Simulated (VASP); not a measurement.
# P (Fm-3m) in VASP: further runs, part 2 of 2

VASP 6.6.1. Earlier steps stand in the parts before.

### Step 5. Relaxation of cell and atoms, PBE, target pressure 72 GPa, at which the enthalpy is minimised

Input file INCAR:

```
SYSTEM = P
ALGO = Normal ; EDIFF = 1E-6
EDIFFG = -0.005 ; ENCUT = 600
GGA = PE ; IBRION = 2
ISIF = 3 ; ISMEAR = -1
LASPH = .True. ; LCHARG = .False.
LREAL = .False. ; LWAVE = .False.
NELM = 80 ; NSW = 60
PREC = Accurate ; PSTRESS = 720.0
SIGMA = 0.08
```

Input file KPOINTS:

```
k-points
0
Gamma
  19 19 19
  0 0 0
```

Input file POSCAR:

```
P
1.0
    0.0000000000      1.7086204760      1.7086204760
    1.7086204760      0.0000000000      1.7086204760
    1.7086204760      1.7086204760      0.0000000000
P
1
Direct
    0.0000000000      0.0000000000      0.0000000000
```

Potentials or basis: VASP PAW PBE potentials, release 64 (P).

The run is started by

```bash
cat potpaw_PBE.64/P/POTCAR > POTCAR
mpirun -np 1 vasp_std > vasp.out
```

OUTCAR:

```text
SYSTEM = P
   EDIFF = 1E-6
   EDIFFG = -0.005
   ENCUT = 600
   GGA = PE
   IBRION = 2
   ISIF = 3
   ISMEAR = -1
   LASPH = .True.
   LREAL = .False.
   NELM = 80
   NSW = 60
   PREC = Accurate
   PSTRESS = 720.0

 ion  position               nearest neighbor table
   1  0.000  0.000  0.000-

  LATTYP: Found a face centered cubic cell.
 ALAT       =     3.4172409520

  Lattice vectors:

 A1 = (   0.0000000000,   1.7086204760,   1.7086204760)
 A2 = (   1.7086204760,   0.0000000000,   1.7086204760)
 A3 = (   1.7086204760,   1.7086204760,   0.0000000000)

Analysis of symmetry for initial positions (statically):
=====================================================================
 Subroutine PRICEL returns:
 Original cell was already a primitive cell.

 Routine SETGRP: Setting up the symmetry group for a
 face centered cubic supercell.

 Subroutine GETGRP returns: Found 48 space group operations
 (whereof 48 operations were pure point group operations)
 out of a pool of 48 trial point group operations.

The static configuration has the point symmetry O_h .

Analysis of symmetry for dynamics (positions and initial velocities):
=====================================================================
 Subroutine PRICEL returns:
 Original cell was already a primitive cell.

 Routine SETGRP: Setting up the symmetry group for a
 face centered cubic supercell.

 Subroutine GETGRP returns: Found 48 space group operations
 (whereof 48 operations were pure point group operations)
 out of a pool of 48 trial point group operations.

The dynamic configuration has the point symmetry O_h .

 Subroutine INISYM returns: Found 48 space group operations
 (whereof 48 operations are pure point group operations),
 and found     1 'primitive' translations

----------------------------------------------------------------------------------------

                                     Primitive cell

  volume of cell :       9.9762

  direct lattice vectors                    reciprocal lattice vectors
     0.000000000  1.708620476  1.708620476    -0.292633740  0.292633740  0.292633740
     1.708620476  0.000000000  1.708620476     0.292633740 -0.292633740  0.292633740
     1.708620476  1.708620476  0.000000000     0.292633740  0.292633740 -0.292633740

  length of vectors
     2.416354250  2.416354250  2.416354250     0.506856506  0.506856506  0.506856506

  position of ions in fractional coordinates (direct lattice)
     0.000000000  0.000000000  0.000000000

  ion indices of the primitive-cell ions
   primitive index   ion index
                 1           1

----------------------------------------------------------------------------------------

 KPOINTS: k-points

Automatic generation of k-mesh.
 Grid dimensions read from file:
 generate k-points for:   19   19   19

 Generating k-lattice:

  Cartesian coordinates                     Fractional coordinates (reciprocal lattice)
    -0.015401776  0.015401776  0.015401776     0.052631579  0.000000000  0.000000000
     0.015401776 -0.015401776  0.015401776     0.000000000  0.052631579  0.000000000
     0.015401776  0.015401776 -0.015401776     0.000000000  0.000000000  0.052631579

  Length of vectors
     0.026676658  0.026676658  0.026676658

  Shift w.r.t. Gamma in fractional coordinates (k-lattice)
     0.000000000  0.000000000  0.000000000

 Subroutine IBZKPT returns following result:
 ===========================================

 Found    220 irreducible k-points:

 Following reciprocal coordinates:
            Coordinates               Weight
  0.000000  0.000000  0.000000      1.000000
  0.052632  0.000000  0.000000      8.000000
  0.105263  0.000000  0.000000      8.000000
  0.157895  0.000000  0.000000      8.000000
  0.210526  0.000000  0.000000      8.000000
  0.263158  0.000000  0.000000      8.000000
[... 16 lines left out ...]
 -0.315789  0.052632  0.000000     24.000000
 -0.263158  0.052632  0.000000     24.000000
 [... further k-points ...]
   k-points           NKPTS =    220   k-points in BZ     NKDIM =    220   number of bands    NBANDS=      6
   number of dos      NEDOS =    301   number of ions     NIONS =      1
   total plane-waves  NPLWV =   8000
   dimension x,y,z NGX =    20 NGY =   20 NGZ =   20
   dimension x,y,z NGXF=    40 NGYF=   40 NGZF=   40
   ions per type =               1
   NGX,Y,Z   is equivalent  to a cutoff of  13.76, 13.76, 13.76 a.u.
   NGXF,Y,Z  is equivalent  to a cutoff of  27.52, 27.52, 27.52 a.u.
 SYSTEM =  P
   PREC   = accura    normal or accurate (medium, high low for compatibility)
   ISTART =      0    job   : 0-new  1-cont  2-samecut
   ICHARG =      2    charge: 1-file 2-atom 10-const
   ISPIN  =      1    spin polarized calculation?
   LNONCOLLINEAR =      F non collinear calculations
   LSORBIT =      F    spin-orbit coupling
   LASPH  =      T    aspherical Exc in radial PAW
   ENCUT  =  600.0 eV  44.10 Ry    6.64 a.u.   4.83  4.83  4.83*2*pi/ulx,y,z
   NELM   =     80;   NELMIN=  2; NELMDL= -5     # of ELM steps
   EDIFF  = 0.1E-05   stopping-criterion for ELM
   LREAL  =      F    real-space projection
   EDIFFG = -.5E-02   stopping-criterion for IOM
   NSW    =     60    number of steps for IOM
   IBRION =      2    ionic relax: 0-MD 1-quasi-New 2-CG
   NFREE  =      1    steps in history (QN), initial steepest desc. (CG)
   ISIF   =      3    stress and relaxation
   ISYM   =      2    0-nonsym 1-usesym 2-fastsym
   POTIM  = 0.5000    time-step for ionic-motion
   TEBEG  =    0.0;   TEEND  =   0.0 temperature during run
   PSTRESS=  720.0 pullay stress
   NELECT =       5.0000    total number of electrons
   NUPDOWN=      -1.0000    fix difference up-down
   EMIN   =  10.00;   EMAX   =-10.00  energy-range for DOS
   EFERMI =   0.00;   METHOD = LEGACY
   ISMEAR =    -1;   SIGMA  =   0.08  broadening in eV -4-tet -1-fermi 0-gaus
   EFERMI_NEDOS =   21; number of points for ismear=-14 and -15
   IALGO  =     38    algorithm
   IMIX   =      4    mixing-type and parameters
     AMIX     =   0.40;   BMIX     =  1.00
     AMIX_MAG =   1.60;   BMIX_MAG =  1.00
  volume/ion in A,a.u.               =       9.98        67.32
  Fermi-wavevector in a.u.,A,eV,Ry     =   1.300397  2.457394 23.007885  1.691032
  Thomas-Fermi vector in A             =   2.431598
   LORBIT       =      0    0 simple, 1 ext, 2 COOP (PROOUT), +10 PAW based schemes
   GGA     = PE    functional components
   LHFCALC =     F    Hartree Fock is set to
   AEXX    =    0.0000 exact exchange contribution
   IVDW    =     0    specifies the selected vdW correction
   LEPSILON=     F    determine dielectric tensor
   LRPA    =     F    only Hartree local field effects (RPA)
 conjugate gradient relaxation of ions
 non-spin polarized calculation
  energy-cutoff  :      600.00
  volume of cell :        9.98
 maximum number of plane-waves:       342
   NGX =  9   NGY =  9   NGZ =  9

--------------------------------------- Ionic step        1  -------------------------------------------

 number of electron       5.0000000 magnetization

 Free energy of the ion-electron system (eV)
  ---------------------------------------------------
  ext. energy  EPLUGINS =         0.00000000
  ---------------------------------------------------
  free energy    TOTEN  =        -3.77355426 eV

  energy without entropy =       -3.76444832  energy(sigma->0) =       -3.76900129

------------------------ aborting loop because EDIFF is reached ----------------------------------------

  FORCE on cell =-STRESS in cart. coord.  units (eV):
  Direction    XX          YY          ZZ          XY          YZ          ZX
  --------------------------------------------------------------------------------------
  -------------------------------------------------------------------------------------
  Total        4.4204345      4.4204345      4.4204345      0.0000000      0.0000000     -0.0000000
  in kB      709.9188756    709.9188756    709.9188756      0.0000000      0.0000000     -0.0000000
  external PRESSURE =     -10.0811244 kB  Pullay stress =     720.0000000 kB
[... 61 lines left out ...]
--------------------------------------- Ionic step        3  -------------------------------------------

 number of electron       5.0000000 magnetization

 Free energy of the ion-electron system (eV)
  ---------------------------------------------------
  ext. energy  EPLUGINS =         0.00000000
  ---------------------------------------------------
  free energy    TOTEN  =        -3.75974612 eV

  energy without entropy =       -3.75069236  energy(sigma->0) =       -3.75521924

 E-fermi :  16.1864     XC(G=0): -13.2141

 val. band max:       16.1771677360   @ k =  -0.2105   0.0526   0.0000
 cond. band min:      16.2199838895   @ k =   0.3684   0.2632   0.1053
 fundamental gap:      0.0428161534
 Fermi energy:        16.1863981327

 k-point     1 :       0.0000    0.0000    0.0000
  band No.  band energies     occupation
      1      -4.8479      2.00000
      2      27.1702      0.00000
      3      27.1702      0.00000
      4      27.1702      0.00000
      5      28.3838      0.00000
      6      28.3838      0.00000
[... 199 lines left out ...]
 k-point    24 :      -0.2632    0.0526    0.0000
  band No.  band energies     occupation
      1      -1.8732      2.00000
      2      13.5584      2.00000
      3      22.3385      0.00000
      4      25.1970      0.00000
      5      28.8608      0.00000
      6      30.2638      0.00000

 [... further k-points ...]
[... 5 lines left out ...]
  --------------------------------------------------------------------------------------
  -------------------------------------------------------------------------------------
  Total        4.4695353      4.4695353      4.4695353     -0.0000000     -0.0000000      0.0000000
  in kB      720.0380822    720.0380822    720.0380822     -0.0000000     -0.0000000      0.0000000
  external PRESSURE =       0.0380822 kB  Pullay stress =     720.0000000 kB
[... 20 lines left out ...]
  energy  without entropy=       -3.7506923649  energy(sigma->0) =       -3.75521924

  enthalpy is  TOTEN    =         0.7095527666 eV   P V=        4.4692988869

 reached required accuracy - stopping structural energy minimisation
```

Wall time 15 s (1 thread of Intel Xeon 6975P-C (Granite Rapids), shared host); peak memory 0.13 GiB.

Results:

```yaml
Free_energy: -3.7597 eV
Relaxed_volume: 9.95 Å³/atom
Relaxed_cell: a = 2.414 Å, b = 2.414 Å, c = 2.414 Å, α = 60.00°, β = 60.00°, γ = 60.00°
Space_group_after_relaxing_to_0.05_Å: Fm-3m (No. 225)
Energy_change_on_relaxing_the_enthalpy_is_what_falls: +13.8 meV/atom
Ionic_steps: 3
Pressure_after_relaxing: 72.0 GPa
```

Step by step:
| step | energy change (eV) | largest force (eV/Å) | pressure (GPa) | volume (Å³) |
| --- | --- | --- | --- | --- |
| 1 | 0.0000 | 0.0000 | 70.99 | 9.98 |
| 2 | 0.0409 | 0.0000 | 73.96 | 9.89 |
| 3 | 0.0138 | 0.0000 | 72.00 | 9.95 |

Final structure:
```cif
data_structure
_symmetry_space_group_name_H-M 'P 1'
_symmetry_Int_Tables_number 1
_cell_length_a 2.4139
_cell_length_b 2.4139
_cell_length_c 2.4139
_cell_angle_alpha 60.000
_cell_angle_beta 60.000
_cell_angle_gamma 60.000
_cell_volume 9.95
loop_
_atom_site_label
_atom_site_type_symbol
_atom_site_fract_x
_atom_site_fract_y
_atom_site_fract_z
_atom_site_occupancy
P1 P 0.00000 0.00000 0.00000 1
```

Caveat: the cell is relaxed towards a set pressure, so the enthalpy falls and the energy may rise.

### Step 6. Relaxation of cell and atoms, PBE, target pressure 72 GPa, at which the enthalpy is minimised

Input file INCAR:

```
PREC     = Accurate       # precision mode
ENCUT    = 600            # plane-wave cutoff, eV
EDIFF    = 1E-6           # SCF threshold, eV
ISMEAR   = -1             # smearing method
SIGMA    = 0.08           # smearing width, eV
LREAL    = False          # projectors in reciprocal space
LASPH    = True           # aspherical terms in the spheres
NELM     = 80             # most SCF steps
ALGO     = Normal         # electronic algorithm
ISIF     = 3              # what is computed and relaxed
LWAVE    = False          # write WAVECAR
LCHARG   = False          # write CHGCAR
GGA      = PE             # functional
IBRION   = 2              # ionic algorithm
NSW      = 32             # ionic steps
EDIFFG   = -0.005         # ionic threshold
PSTRESS  = 720.0
```

Input file KPOINTS:

```
regular mesh
0
Gamma
  19 19 19
```

Input file POSCAR:

```
P
1.0
    0.0000000000      1.7085403326      1.7085403326
    1.7085403326      0.0000000000      1.7085403326
    1.7085403326      1.7085403326      0.0000000000
P
1
Direct
    0.0000000000      0.0000000000      0.0000000000
```

Potentials or basis: VASP PAW PBE potentials, release 64 (P).

The run is started by

```bash
cat potpaw_PBE.64/P/POTCAR > POTCAR
mpirun -np 1 vasp_std > vasp.out
```

Wall time 12 s (1 thread of Intel Xeon 6975P-C (Granite Rapids), shared host); peak memory 0.13 GiB.

It converged, with:

| Property | Result |
| --- | --- |
| Free energy | -3.7597 eV |
| Relaxed volume | 9.95 Å³/atom |
| Relaxed cell | a = 2.414 Å, b = 2.414 Å, c = 2.414 Å, α = 60.00°, β = 60.00°, γ = 60.00° |
| Space group after relaxing (to 0.05 Å) | Fm-3m (No. 225) |
| Energy change on relaxing (the enthalpy is what falls) | +13.2 meV/atom |
| Ionic steps | 3 |
| Pressure after relaxing | 72.0 GPa |

Step by step:
```tsv
step	energy change (eV)	largest force (eV/Å)	pressure (GPa)	volume (Å³)
1	0.0000	0.0000	71.04	9.97
2	0.0390	0.0000	73.87	9.89
3	0.0132	0.0000	72.00	9.95
```

Final structure:
```cif
data_structure
_symmetry_space_group_name_H-M 'P 1'
_symmetry_Int_Tables_number 1
_cell_length_a 2.4139
_cell_length_b 2.4139
_cell_length_c 2.4139
_cell_angle_alpha 60.000
_cell_angle_beta 60.000
_cell_angle_gamma 60.000
_cell_volume 9.95
loop_
_atom_site_label
_atom_site_type_symbol
_atom_site_fract_x
_atom_site_fract_y
_atom_site_fract_z
_atom_site_occupancy
P1 P 0.00000 0.00000 0.00000 1
```

Levels at points of the mesh, in eV from the Fermi level:
| k point | band 1 | band 2 | band 3 | band 4 | band 5 | band 6 |
| --- | --- | --- | --- | --- | --- | --- |
| (0.00, 0.00, 0.00) | -21.03 | 10.98 | 10.98 | 10.98 | 12.20 | 12.20 |

Caveat: the cell is relaxed towards a set pressure, so the enthalpy falls and the energy may rise.

### Step 7. Summary

```tsv
task	cell	k mesh	cutoff (eV)	gap on the mesh (eV)	pressure (GPa)
single point	a = 2.416 Å, angles 60.0°, 1 atom	19 × 19 × 19	520	none	71.0
single point	a = 2.417 Å, angles 60.0°, 1 atom	19 × 19 × 19	520	none	70.8
single point	a = 2.738 Å, angles 60.0°, 1 atom	17 × 17 × 17	520	none	-0.2
relaxation of cell and atoms	relaxed to 72 GPa from a = 2.416 Å, angles 60.0°, 1 atom	19 × 19 × 19	600	none	72.0
```

Alike in all rows: level PBE; potentials or basis VASP PAW PBE potentials, release 64 (P); no spin polarisation; smearing fermi-dirac 0.08 eV.

Caveats: the cell is relaxed towards a set pressure, so the enthalpy falls and the energy may rise (some runs).

Absolute energies hang on the potentials; compare differences alone.
